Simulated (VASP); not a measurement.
Runs of VASP 6.6.1 on Hf2Sc. The structure is that of space group P6/mmm (No. 191), or close to it. The cells are those of the table. 

```csv
task,cell,k mesh,cutoff (eV),gap on the mesh (eV),pressure (GPa),relaxed volume (Å³/atom)
single point,"a = 3.884, b = 3.884, c = 4.194 Å, angles 90.0, 90.0, 120.0°, 3 atoms",6 × 6 × 4,520,none,47.4,-
single point,"a = 4.997, b = 4.997, c = 3.142 Å, angles 90.0, 90.0, 120.0°, 3 atoms",6 × 6 × 6,520,none,-0.2,-
single point,"a = 4.995, b = 4.995, c = 3.135 Å, angles 90.0, 90.0, 120.0°, 3 atoms",12 × 12 × 14,520,none,-0.2,-
relaxation of cell and atoms,"relaxed from a = 3.884, b = 3.884, c = 4.194 Å, angles 90.0, 90.0, 120.0°, 3 atoms",6 × 6 × 4,600,none,0.0,(a)
relaxation of cell and atoms,"relaxed from a = 5.010, b = 5.010, c = 3.102 Å, angles 90.0, 90.0, 120.0°, 3 atoms",6 × 6 × 6,600,none,0.1,22.57
single point,"a = 5.010, b = 5.010, c = 3.102 Å, angles 90.0, 90.0, 120.0°, 3 atoms",6 × 6 × 4,520,none,-0.2,-
```

Alike in all rows: level PBE; potentials or basis VASP PAW PBE potentials, release 64 (Hf_pv, Sc_sv); no spin polarisation; smearing gaussian 0.1 eV.

**Question.** Fill in the values left out.

**Answer.** (a) 22.43.

Caveats: some runs use coarse meshes; spin-orbit coupling is left out, which moves the levels of the heavy elements; the volume moved by over 15 % at a fixed basis, so the end points are rough (some runs).

A k mesh can miss the band edges, and the runs leave out spin-orbit coupling on Hf.

A gap of «none» marks levels without a gap at the run's occupations.
